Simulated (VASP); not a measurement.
Here is a VASP 6.6.1 calculation.

The input INCAR:

```
PREC     = Accurate       # precision mode
ENCUT    = 600            # plane-wave cutoff, eV
EDIFF    = 1E-7           # SCF threshold, eV
ISMEAR   = 0              # smearing method
SIGMA    = 0.1            # smearing width, eV
LREAL    = False          # projectors in reciprocal space
LASPH    = True           # aspherical terms in the spheres
NELM     = 80             # most SCF steps
ALGO     = Normal         # electronic algorithm
ISIF     = 3              # what is computed and relaxed
LWAVE    = False          # write WAVECAR
LCHARG   = False          # write CHGCAR
GGA      = PE             # functional
IBRION   = 2              # ionic algorithm
NSW      = 90             # ionic steps
EDIFFG   = -0.04          # ionic threshold
```

KPOINTS

```
regular mesh
0
Gamma
  4 4 2
```

The input POSCAR:

```
Ga2SnSe3
1.0
    4.0983068800      0.0000000000      0.0000000000
    0.0000000000      4.0983068800      0.0000000000
    0.0000000000      0.0000000000      9.0289548300
Ga Sn Se
2 1 3
Direct
    0.0000000000      0.5000000000      0.7315000300
    0.5000000000      0.0000000000      0.2684999700
    0.0000000000      0.0000000000      0.0000000000
    0.0000000000      0.5000000000      0.3835000100
    0.5000000000      0.0000000000      0.6164999900
    0.5000000000      0.5000000000      0.0000000000
```

Potentials or basis: VASP PAW PBE potentials, release 64 (Ga_d, Sn_d, Se).

Launch:

```sh
$ cat potpaw_PBE.64/Ga_d/POTCAR potpaw_PBE.64/Sn_d/POTCAR potpaw_PBE.64/Se/POTCAR > POTCAR
$ mpirun -np 1 vasp_std > vasp.out
```

Problem. Predict the relaxed cell.

Solution. a = 3.946 Å, b = 3.946 Å, c = 9.725 Å, α = 90.00°, β = 90.00°, γ = 90.00°.

Problem. What does it give for the relaxed volume?

Solution. 25.24 Å³/atom.

Problem. Estimate the space group after relaxing (to 0.05 Å).

Solution. P-4m2 (No. 115).

Problem. Estimate the band gap on the k mesh.

Solution. Zero (band 29 reaches 5.24 eV, above the bottom of band 30 at 2.65 eV).

Forces in eV/Å, atoms in the order of the input:
```
Ga   0.000  0.000 -0.026
Ga   0.000  0.000  0.026
Sn   0.000  0.000  0.000
Se   0.000  0.000 -0.016
Se   0.000  0.000  0.016
Se   0.000  0.000  0.000
```

Caveat: the k points lie up to 0.40 Å⁻¹ apart in the final cell; spin-orbit coupling is left out, which moves the levels of the heavy elements.
